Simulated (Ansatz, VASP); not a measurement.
**One calculation of Cu, two programs**

```
Cu
1.0
     0.00000    1.78833    1.78833
     1.78833    0.00000    1.78833
     1.78833    1.78833    0.00000
Cu
1
Direct
  0.00000 0.00000 0.00000
```

Alike in both runs: functional r2SCAN; k mesh 20 × 20 × 20; occupations gaussian, width 0.1 eV; no spin polarisation.

Ansatz relaxed the structure, and its values are those at the end. VASP's run is a single point on that final structure, the one shown.

```csv
,VASP,Ansatz
version,VASP 6.6.1,Ansatz 0.2.0
potentials or method,"VASP PAW PBE potentials, release 64 (Cu), cutoff 520 eV","scalar-relativistic, plane waves, PAW"
valence electrons in the cell,11,19
```

Ansatz gave:

- gap on the k mesh at the Fermi level (eV): none
- pressure (GPa): 0.0

Problem. What did VASP give for the same quantities?

Solution. gap on the k mesh at the Fermi level (eV): none; pressure (GPa): 0.5.

VASP's potentials were made for PBE, not for r2SCAN. A gap of «none» marks a metal or a gap that the smearing closes. VASP's potentials hold 11 valence electrons a cell and Ansatz's 19, so a difference there can come from the potentials and not from the codes.
